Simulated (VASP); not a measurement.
# GaN (Fm-3m) in VASP: single point with r2SCAN

Aim: the single point of GaN with r2SCAN.

Everything below comes from runs of VASP 6.6.1. Logs are shortened: lines on timing, memory, paths and dates and some standing lists are left out, and cuts for length are marked.

### Step 1. The cell of the first run

Symmetry: Fm-3m, No. 225, cubic system. The conventional cell has a = 4.270 Å, b = 4.270 Å, c = 4.270 Å, α = 90.00°, β = 90.00°, γ = 90.00°. Ga (site symmetry m-3m) has 6 N at 2.14 Å within 2.8 Å. Within 2.8 Å of N (site symmetry m-3m) lie 6 Ga at 2.14 Å.

### Step 2. Single point, r2SCAN

The input, POSCAR:

```
GaN
1.0
    0.0000000000      2.1352400000      2.1352400000
    2.1352400000      0.0000000000      2.1352400000
    2.1352400000      2.1352400000      0.0000000000
Ga N
1 1
Direct
    0.0000000000      0.0000000000      0.0000000000
    0.5000000000      0.5000000000      0.5000000000
```

The input, INCAR.step1:

```
SYSTEM = GaN
PREC     = Accurate       ! precision mode
ENCUT    = 770            ! plane-wave cutoff, eV
ISMEAR   = 1              ! smearing method
SIGMA    = 0.179          ! smearing width, eV
LREAL    = .False.        ! projectors in reciprocal space
LASPH    = .True.         ! aspherical terms in the spheres
NELM     = 120            ! most SCF steps
ISYM     = -1           
NBANDS   = 16             ! bands
GGA      = PE             ! functional
ALGO     = Normal         ! electronic algorithm
EDIFF    = 1E-5           ! SCF threshold, eV
LWAVE    = .True.         ! write WAVECAR
LCHARG   = .False.        ! write CHGCAR
GGA_COMPAT= .False.
```

The input, INCAR.step2:

```
SYSTEM = GaN
PREC     = Accurate       ! precision mode
ENCUT    = 770            ! plane-wave cutoff, eV
EDIFF    = 1E-6           ! SCF threshold, eV
ISMEAR   = 1              ! smearing method
SIGMA    = 0.179          ! smearing width, eV
LREAL    = .False.        ! projectors in reciprocal space
LASPH    = .True.         ! aspherical terms in the spheres
NELM     = 120            ! most SCF steps
ALGO     = Normal         ! electronic algorithm
ISIF     = 2              ! what is computed and relaxed
LWAVE    = .False.        ! write WAVECAR
LCHARG   = .True.         ! write CHGCAR
METAGGA  = R2SCAN         ! meta-GGA
LMIXTAU  = .True.       
LELF     = .True.         ! ELF
LVHAR    = .True.       
ISYM     = -1           
NBANDS   = 16             ! bands
ISTART   = 1            
GGA_COMPAT= .False.
```

The input, KPOINTS:

```
explicit points
365
Reciprocal
  0.05555556   0.05555556   0.05555556 2
  0.05555556   0.05555556   0.16666667 2
  0.05555556   0.05555556   0.27777778 2
  0.05555556   0.05555556   0.38888889 2
  0.05555556   0.05555556   0.50000000 2
  0.05555556   0.05555556   0.61111111 2
[... 357 lines left out ...]
  0.50000000   0.50000000   0.38888889 2
  0.50000000   0.50000000   0.50000000 1
```

Potentials or basis: VASP PAW PBE potentials, release 64 (Ga_d, N).

Started as:

```console
$ cat potpaw_PBE.64/Ga_d/POTCAR potpaw_PBE.64/N/POTCAR > POTCAR
$ cp INCAR.step1 INCAR
$ mpirun -np 1 vasp_std > vasp.out
$ cp INCAR.step2 INCAR
$ mpirun -np 1 vasp_std > vasp.out
```

OUTCAR:

```text
SYSTEM = GaN
   PREC = Accurate
   ENCUT = 770
   EDIFF = 1E-6
   ISMEAR = 1
   LREAL = .False.
   LASPH = .True.
   NELM = 120
   ISIF = 2
   METAGGA = R2SCAN
   ISYM = -1
   ISTART = 1

 ion  position               nearest neighbor table
   1  0.000  0.000  0.000-   2 2.14   2 2.14   2 2.14   2 2.14   2 2.14   2 2.14
   2  0.500  0.500  0.500-   1 2.14   1 2.14   1 2.14   1 2.14   1 2.14   1 2.14

IMPORTANT INFORMATION: All symmetrisations will be switched off!
NOSYMM: (Re-)initialisation of all symmetry stuff for point group C_1.

----------------------------------------------------------------------------------------

                                     Primitive cell

  volume of cell :      19.4702

  direct lattice vectors                    reciprocal lattice vectors
     0.000000000  2.135240000  2.135240000    -0.234165714  0.234165714  0.234165714
     2.135240000  0.000000000  2.135240000     0.234165714 -0.234165714  0.234165714
     2.135240000  2.135240000  0.000000000     0.234165714  0.234165714 -0.234165714

  length of vectors
     3.019685367  3.019685367  3.019685367     0.405586915  0.405586915  0.405586915

  position of ions in fractional coordinates (direct lattice)
     0.000000000  0.000000000  0.000000000
     0.500000000  0.500000000  0.500000000

  ion indices of the primitive-cell ions
   primitive index   ion index
                 1           1
                 2           2

----------------------------------------------------------------------------------------

 KPOINTS: explicit points

Read explicit list of k-points.

 Found    365 k-points:

 Following reciprocal coordinates:
            Coordinates               Weight
  0.055556  0.055556  0.055556      0.002743
  0.055556  0.055556  0.166667      0.002743
  0.055556  0.055556  0.277778      0.002743
  0.055556  0.055556  0.388889      0.002743
  0.055556  0.055556  0.500000      0.002743
  0.055556  0.055556  0.611111      0.002743
[... 16 lines left out ...]
  0.055556  0.277778  0.500000      0.002743
  0.055556  0.277778  0.611111      0.002743
 [... further k-points ...]
   k-points           NKPTS =    365   k-points in BZ     NKDIM =    365   number of bands    NBANDS=     16
   number of dos      NEDOS =    301   number of ions     NIONS =      2
   total plane-waves  NPLWV =  21952
   dimension x,y,z NGX =    28 NGY =   28 NGZ =   28
   dimension x,y,z NGXF=    56 NGYF=   56 NGZF=   56
   ions per type =               1   1
   NGX,Y,Z   is equivalent  to a cutoff of  15.42, 15.42, 15.42 a.u.
   NGXF,Y,Z  is equivalent  to a cutoff of  30.83, 30.83, 30.83 a.u.
 SYSTEM =  GaN
   PREC   = accura    normal or accurate (medium, high low for compatibility)
   ISTART =      1    job   : 0-new  1-cont  2-samecut
   ICHARG =      0    charge: 1-file 2-atom 10-const
   ISPIN  =      1    spin polarized calculation?
   LNONCOLLINEAR =      F non collinear calculations
   LSORBIT =      F    spin-orbit coupling
   LASPH  =      T    aspherical Exc in radial PAW
   ENCUT  =  770.0 eV  56.59 Ry    7.52 a.u.   6.83  6.83  6.83*2*pi/ulx,y,z
   NELM   =    120;   NELMIN=  2; NELMDL=  0     # of ELM steps
   EDIFF  = 0.1E-05   stopping-criterion for ELM
   LREAL  =      F    real-space projection
   EDIFFG = 0.1E-04   stopping-criterion for IOM
   NSW    =      0    number of steps for IOM
   IBRION =     -1    ionic relax: 0-MD 1-quasi-New 2-CG
   NFREE  =      0    steps in history (QN), initial steepest desc. (CG)
   ISIF   =      2    stress and relaxation
   ISYM   =     -1    0-nonsym 1-usesym 2-fastsym
   POTIM  = 0.5000    time-step for ionic-motion
   TEBEG  =    0.0;   TEEND  =   0.0 temperature during run
   PSTRESS=    0.0 pullay stress
   NELECT =      18.0000    total number of electrons
   NUPDOWN=      -1.0000    fix difference up-down
   EMIN   =  10.00;   EMAX   =-10.00  energy-range for DOS
   EFERMI =   0.00;   METHOD = LEGACY
   ISMEAR =     1;   SIGMA  =   0.18  broadening in eV -4-tet -1-fermi 0-gaus
   EFERMI_NEDOS =   21; number of points for ismear=-14 and -15
   IALGO  =     38    algorithm
   IMIX   =      4    mixing-type and parameters
     AMIX     =   0.40;   BMIX     =  1.00
     AMIX_MAG =   1.60;   BMIX_MAG =  1.00
  volume/ion in A,a.u.               =       9.74        65.70
  Fermi-wavevector in a.u.,A,eV,Ry     =   1.594810  3.013754 34.605319  2.543419
  Thomas-Fermi vector in A             =   2.692827
   LORBIT       =      0    0 simple, 1 ext, 2 COOP (PROOUT), +10 PAW based schemes
   METAGGA = R2SCAN    functional components
   LHFCALC =     F    Hartree Fock is set to
   AEXX    =    0.0000 exact exchange contribution
   IVDW    =     0    specifies the selected vdW correction
   LEPSILON=     F    determine dielectric tensor
   LRPA    =     F    only Hartree local field effects (RPA)
 non-spin polarized calculation
 Methfessel and Paxton  Order N= 1 SIGMA  =   0.18
  energy-cutoff  :      770.00
  volume of cell :       19.47
 maximum number of plane-waves:       960
 NGX is ok and might be reduce to    28
   NGX = 13   NGY = 13   NGZ = 13

 number of electron      18.0000003 magnetization

 Free energy of the ion-electron system (eV)
  ---------------------------------------------------
  ext. energy  EPLUGINS =         0.00000000
  ---------------------------------------------------
  free energy    TOTEN  =       -20.96297872 eV

  energy without entropy =      -20.96436561  energy(sigma->0) =      -20.96344101

 E-fermi :   7.3456     XC(G=0): -13.9763

 val. band max:        7.2667554877   @ k =   0.3889   0.1667   0.1667
 cond. band min:       8.4895746194   @ k =   0.0556   0.5000   0.5000
 fundamental gap:      1.2228191317
 Fermi energy:         7.3455959979

 k-point     1 :       0.0556    0.0556    0.0556
  band No.  band energies     occupation
      1     -10.4201      2.00000
      2      -7.1334      2.00000
      3      -7.1279      2.00000
      4      -7.1279      2.00000
      5      -7.0736      2.00000
      6      -7.0736      2.00000
[... 8 lines left out ...]
     15      23.6774      0.00000
     16      23.8539      0.00000

 k-point     2 :       0.0556    0.0556    0.1667
  band No.  band energies     occupation
      1     -10.1137      2.00000
      2      -7.1443      2.00000
      3      -7.1289      2.00000
      4      -7.1256      2.00000
      5      -7.0993      2.00000
      6      -7.0567      2.00000
[... 8 lines left out ...]
     15      24.2121      0.00000
     16      25.0563      0.00000

 k-point     3 :       0.0556    0.0556    0.2778
  band No.  band energies     occupation
      1      -9.3975      2.00000
      2      -7.1960      2.00000
      3      -7.1841      2.00000
      4      -7.1590      2.00000
      5      -7.0464      2.00000
      6      -6.9999      2.00000
[... 8 lines left out ...]
     15      24.7488      0.00000
     16      26.6111      0.00000

 k-point     4 :       0.0556    0.0556    0.3889
  band No.  band energies     occupation
      1      -8.4530      2.00000
      2      -7.2633      2.00000
      3      -7.2533      2.00000
      4      -7.1676      2.00000
      5      -6.9818      2.00000
      6      -6.9282      2.00000
[... 8 lines left out ...]
     15      27.1122      0.00000
     16      28.8363      0.00000

 k-point     5 :       0.0556    0.0556    0.5000
  band No.  band energies     occupation
      1      -7.7817      2.00000
      2      -7.2948      2.00000
      3      -7.2900      2.00000
      4      -7.1487      2.00000
      5      -6.9377      2.00000
      6      -6.8596      2.00000
[... 8 lines left out ...]
     15      30.0492      0.00000
     16      30.5476      0.00000

 k-point     6 :       0.0556    0.0556    0.6111
  band No.  band energies     occupation
      1      -7.9385      2.00000
      2      -7.2816      2.00000
      3      -7.2765      2.00000
      4      -7.1602      2.00000
      5      -6.9347      2.00000
      6      -6.8943      2.00000
[... 8 lines left out ...]
     15      28.9177      0.00000
     16      30.6692      0.00000

 k-point     7 :       0.0556    0.0556    0.7222
  band No.  band energies     occupation
      1      -8.7776      2.00000
      2      -7.2436      2.00000
      3      -7.2176      2.00000
      4      -7.1712      2.00000
      5      -6.9827      2.00000
      6      -6.9735      2.00000
[... 8 lines left out ...]
     15      26.4667      0.00000
     16      28.0644      0.00000

 k-point     8 :       0.0556    0.0556    0.8333
  band No.  band energies     occupation
      1      -9.6772      2.00000
      2      -7.1765      2.00000
      3      -7.1571      2.00000
      4      -7.1483      2.00000
      5      -7.0574      2.00000
      6      -7.0320      2.00000
[... 8 lines left out ...]
     15      24.8808      0.00000
     16      26.0515      0.00000

 k-point     9 :       0.0556    0.0556    0.9444
  band No.  band energies     occupation
      1     -10.2665      2.00000
      2      -7.1414      2.00000
      3      -7.1215      2.00000
      4      -7.1193      2.00000
      5      -7.0976      2.00000
      6      -7.0648      2.00000
[... 8 lines left out ...]
     15      24.7378      0.00000
     16      25.0453      0.00000
[... 172 lines left out ...]
 k-point    19 :       0.0556    0.2778    0.0556
  band No.  band energies     occupation
      1      -9.3975      2.00000
      2      -7.1960      2.00000
      3      -7.1841      2.00000
      4      -7.1590      2.00000
      5      -7.0464      2.00000
      6      -6.9999      2.00000
[... 8 lines left out ...]
     15      24.7488      0.00000
     16      26.6111      0.00000

 k-point    20 :       0.0556    0.2778    0.1667
  band No.  band energies     occupation
      1      -9.4615      2.00000
      2      -7.1771      2.00000
      3      -7.1596      2.00000
      4      -7.1132      2.00000
      5      -7.0506      2.00000
      6      -6.9821      2.00000
[... 8 lines left out ...]
     15      27.4460      0.00000
     16      28.0430      0.00000

 k-point    21 :       0.0556    0.2778    0.2778
  band No.  band energies     occupation
      1      -9.2515      2.00000
      2      -7.2070      2.00000
      3      -7.0494      2.00000
      4      -7.0412      2.00000
      5      -6.9959      2.00000
      6      -6.9248      2.00000
[... 8 lines left out ...]
     15      30.4051      0.00000
     16      30.7166      0.00000

 k-point    22 :       0.0556    0.2778    0.3889
  band No.  band energies     occupation
      1      -8.9243      2.00000
      2      -7.2218      2.00000
      3      -7.0737      2.00000
      4      -7.0023      2.00000
      5      -6.9582      2.00000
      6      -6.4605      2.00000
[... 8 lines left out ...]
     15      31.3758      0.00000
     16      32.1545      0.00000

 k-point    23 :       0.0556    0.2778    0.5000
  band No.  band energies     occupation
      1      -8.6486      2.00000
      2      -7.2147      2.00000
      3      -7.1269      2.00000
      4      -7.0264      2.00000
      5      -6.9176      2.00000
      6      -5.7756      2.00000
[... 8 lines left out ...]
     15      31.0311      0.00000
     16      32.6921      0.00000

 k-point    24 :       0.0556    0.2778    0.6111
  band No.  band energies     occupation
      1      -8.4721      2.00000
      2      -7.2074      2.00000
      3      -7.1672      2.00000
      4      -7.0643      2.00000
      5      -6.9245      2.00000
      6      -5.4677      2.00000
[... 8 lines left out ...]
     15      28.8153      0.00000
     16      31.5280      0.00000

 [... further k-points ...]

------------------------ aborting loop because EDIFF is reached ----------------------------------------

  FORCE on cell =-STRESS in cart. coord.  units (eV):
  Direction    XX          YY          ZZ          XY          YZ          ZX
  --------------------------------------------------------------------------------------
  -------------------------------------------------------------------------------------
  Total       -0.8946095     -0.8946083     -0.8946046      0.0064368      0.0064382      0.0064381
  in kB      -73.6163003    -73.6162034    -73.6158984      0.5296789      0.5297900      0.5297808
  external PRESSURE =     -73.6161340 kB  Pullay stress =       0.0000000 kB

 VOLUME and BASIS-vectors are now :
 -----------------------------------------------------------------------------
  energy-cutoff  :      770.00
  volume of cell :       19.47
      direct lattice vectors                 reciprocal lattice vectors
     0.000000000  2.135240000  2.135240000    -0.234165714  0.234165714  0.234165714
     2.135240000  0.000000000  2.135240000     0.234165714 -0.234165714  0.234165714
     2.135240000  2.135240000  0.000000000     0.234165714  0.234165714 -0.234165714

 POSITION                                       TOTAL-FORCE (eV/Angst)
 -----------------------------------------------------------------------------------
      0.00000      0.00000      0.00000         0.000003     -0.000000     -0.000000
      2.13524      2.13524      2.13524        -0.000003      0.000000      0.000000
 -----------------------------------------------------------------------------------
    total drift:                               -0.000000     -0.000000      0.000000

  FREE ENERGIE OF THE ION-ELECTRON SYSTEM (eV)
  ---------------------------------------------------
  free  energy   TOTEN  =       -20.9629787181 eV

  energy  without entropy=      -20.9643656068  energy(sigma->0) =      -20.96344101
```

Wall time 5 min (1 thread of Intel Xeon 6975P-C (Granite Rapids), shared host); peak memory 0.33 GiB.

What came out:

```
Free energy            : -20.9630 eV
Pressure               : -7.4 GPa
Band gap on the k mesh : 1.22 eV (least direct gap 3.30 eV)
```

Caveat: the cell stands under tension; the PAW data sets were made with another functional, which shifts forces and pressure a little; a shifted mesh leaves out Γ, where band edges can lie. A k mesh can miss the band edges.
